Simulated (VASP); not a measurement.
Runs of VASP 6.6.1 on Na3Al. The structure is that of space group Fm-3m (No. 225), or close to it. The cells are those of the table. 

```tsv
cell	gap on the mesh (eV)	pressure (GPa)
a = 5.384 Å, angles 60.0°, 4 atoms	none	0.4
a = 5.347 Å, angles 60.0°, 4 atoms	none	(a)
a = 5.310 Å, angles 60.0°, 4 atoms	none	1.2
a = 5.421 Å, angles 60.0°, 4 atoms	none	(b)
a = 5.527 Å, angles 60.0°, 4 atoms	none	-0.7
```

Alike in all rows: task single point; level PBE; potentials or basis VASP PAW PBE potentials, release 64 (Na_pv, Al); no spin polarisation; k mesh 5 × 5 × 5; cutoff (eV) 520; smearing methfessel-paxton 0.1 eV.

Problem. Fill in the values left out.

Solution. (a) 0.8; (b) 0.1.

A gap of «none» marks levels without a gap at the run's occupations.
